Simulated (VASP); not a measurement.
A run of VASP 6.6.1:

File INCAR:

```
PREC = Accurate ; ENCUT = 520
EDIFF = 1E-6 ; ISMEAR = 0
SIGMA = 0.15 ; LREAL = F
LASPH = T ; NELM = 100
ALGO = Fast ; ISIF = 2
LWAVE = F ; LCHARG = F
GGA = PE ; NBANDS = 19
```

KPOINTS

```
regular mesh
0
Gamma
  14 14 14
```

The input POSCAR:

```
Ti
1.0
    0.0000000000     -3.2552372153      0.0000000000
   -3.2552372153      0.0000000000      0.0000000000
    0.0000000000      0.0000000000     -3.2552372153
Ti
2
Direct
    0.5000000000      0.5237156296      0.5000000000
    0.0000000000     -0.0237156296      0.0000000000
```

Potentials or basis: VASP PAW PBE potentials, release 64 (Ti_sv).

Launch:

```bash
$ cat potpaw_PBE.64/Ti_sv/POTCAR > POTCAR
$ mpirun -np 1 vasp_std > vasp.out
```

Hardware: 1 thread of Intel(R) Xeon(R) Platinum 8259CL CPU @ 2.50GHz (Skylake/Cascade Lake) (shared host).

Problem. How long does it take, and how much memory?

Solution. It took 3.6 min on 1 thread of Intel(R) Xeon(R) Platinum 8259CL CPU @ 2.50GHz (Skylake/Cascade Lake), on a shared host, peak memory 0.26 GiB. Counts: scf iterations 34, k points 288.
